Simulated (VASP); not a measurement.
Here is a VASP 6.6.1 calculation.

Contents of POSCAR:

```
Ga
1.0
    2.2318501700     -3.7932285796      0.0000000000
    2.2318501700      3.7932285796      0.0000000000
    0.0000000000      0.0000000000      4.5346411306
Ga
4
Direct
    0.8442341977      0.1557658023      0.0855794111
    0.6557658023      0.3442341977      0.5855794111
    0.1557658023      0.8442341977      0.9144205889
    0.3442341977      0.6557658023      0.4144205889
```

File INCAR.step1:

```
SYSTEM = Ga
  ALGO = Normal
  EDIFF = 1E-4
  ENCUT = 520
  GGA = PE
  ISMEAR = -1
  LASPH = .True.
  LCHARG = .False.
  LREAL = .False.
  LWAVE = .True.
  NBANDS = 34
  NELM = 60
  PREC = Accurate
  SIGMA = 0.03
```

File INCAR.step2:

```
SYSTEM = Ga
  ALGO = Normal
  EDIFF = 1E-6
  ENCUT = 520
  ISIF = 2
  ISMEAR = -1
  ISTART = 1
  LASPH = .True.
  LCHARG = .True.
  LELF = .True.
  LMIXTAU = .True.
  LREAL = .False.
  LVHAR = .True.
  LWAVE = .False.
  METAGGA = R2SCAN
  NBANDS = 34
  NELM = 60
  PREC = Accurate
  SIGMA = 0.03
```

KPOINTS

```
k-points
0
Gamma
  8 8 7
  0 0 0
```

Potentials or basis: VASP PAW PBE potentials, release 64 (Ga_d).

The run is started by

```sh
$ cat potpaw_PBE.64/Ga_d/POTCAR > POTCAR
$ cp INCAR.step1 INCAR
$ mpirun -np 1 vasp_std > vasp.out
$ cp INCAR.step2 INCAR
$ mpirun -np 1 vasp_std > vasp.out
```

(1) What does it give for the largest force?

(2) Estimate the pressure.

(3) What does it give for the band gap on the k mesh?

Results:

(1) 0.011 eV/Å.

(2) 0.1 GPa.

(3) zero (bands 26 and 27 overlap by 1.05 eV).

Caveat: the PAW data sets were made with another functional, which shifts forces and pressure a little.
